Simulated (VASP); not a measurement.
Wanted: the native input for a VASP 6.6.1 run.

* Task: single point
* Functional: PBEsol
* Dispersion: D4
* Potentials or basis: VASP PAW PBE potentials, release 64 (Se, W_sv)
* Cutoff: 400 eV
* k mesh: 12 × 12 × 1
* Occupations: gaussian, width 0.03 eV
* Spin: no spin polarisation
* Dipole correction: yes
* Further INCAR settings: ALGO = Normal; EDIFF = 1e-06; NBANDS = 20; NELMDL = -8

The structure of WSe2 lies in POSCAR:

```
WSe2
1.0
    3.2499138315      0.0000000000      0.0000000000
   -1.6249569158      2.8145079382      0.0000000000
    0.0000000000      0.0000000000     30.5199999966
Se W
2 1
Direct
    0.6666666667      0.3333333333      0.2294236817
    0.6666666667      0.3333333333      0.3393836578
    0.3333333333      0.6666666667      0.2844036698
```

The input as run:

INCAR

```
SYSTEM = WSe2
ALGO = Normal ; DIPOL = 0.5 0.5 0.284
EDIFF = 1E-6 ; ENCUT = 400
GGA = PS ; GGA_COMPAT = .FALSE.
IDIPOL = 3 ; ISIF = 2
ISMEAR = 0 ; IVDW = 13
LASPH = .TRUE. ; LCHARG = .TRUE.
LDIPOL = .TRUE. ; LELF = .TRUE.
LREAL = .FALSE. ; LVACPOTAV = .TRUE.
LVHAR = .TRUE. ; LWAVE = .FALSE.
NBANDS = 20 ; NELM = 120
NELMDL = -8 ; PREC = Accurate
SIGMA = 0.03
```

KPOINTS

```
k-points
0
G
  12 12 1
  0 0 0
```

Potentials or basis: VASP PAW PBE potentials, release 64 (Se, W_sv).

The run is started by

```console
$ cat potpaw_PBE.64/Se/POTCAR potpaw_PBE.64/W_sv/POTCAR > POTCAR
$ mpirun -np 1 vasp_std > vasp.out
```

Results of the run:

- Largest force: 0.062 eV/Å
- Band gap on the k mesh: 1.66 eV (least direct gap 1.77 eV)
- Dispersion energy per atom: -0.194 eV

Caveat: the PAW data sets were made with another functional, which shifts forces and pressure a little; spin-orbit coupling is left out, which moves the levels of the heavy elements.

It took 120 s on 1 thread of Intel(R) Xeon(R) Platinum 8259CL CPU @ 2.50GHz (Skylake/Cascade Lake), with other jobs on the host, peak memory 0.36 GiB.
